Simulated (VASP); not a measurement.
Here is a VASP 6.6.1 calculation.

Contents of INCAR:

```
PREC = Accurate
ENCUT = 520
EDIFF = 1E-6
ISMEAR = 0
SIGMA = 0.05
LREAL = False
LASPH = True
NELM = 150
ALGO = Normal
ISIF = 2
LWAVE = False
LCHARG = False
MAGMOM = 0 0 0 0 0 0 0 0 0
LORBIT = 11
LSORBIT = True
GGA_COMPAT = False
LORBMOM = True
LMAXMIX = 4
GGA = PE
NBANDS = 39
```

The input KPOINTS:

```
Automatic mesh
0
Gamma
  8 8 8
```

Contents of POSCAR:

```
MoS2
1.0
    1.5809626950      0.9127692375      6.1274902416
   -1.5809626950      0.9127692375      6.1274902416
    0.0000000000     -1.8255384751      6.1274902416
Mo S
1 2
Direct
    0.0000063122      0.0000063122      0.0000063122
    0.7516939150      0.7516939150      0.7516939150
    0.5815997728      0.5815997728      0.5815997728
```

Potentials or basis: VASP PAW PBE potentials, release 64 (Mo_sv, S).

The run is started by

```console
$ cat potpaw_PBE.64/Mo_sv/POTCAR potpaw_PBE.64/S/POTCAR > POTCAR
$ mpirun -np 1 vasp_ncl > vasp.out
```

Predict the net moment.

0.00 μB per cell.

Predict the largest force.

0.011 eV/Å.

What does it give for the pressure?

2.8 GPa.

Forces on the atoms (eV/Å):
```
Mo   0.000  0.000  0.000
S    0.000  0.000 -0.011
S    0.000  0.000  0.011
```
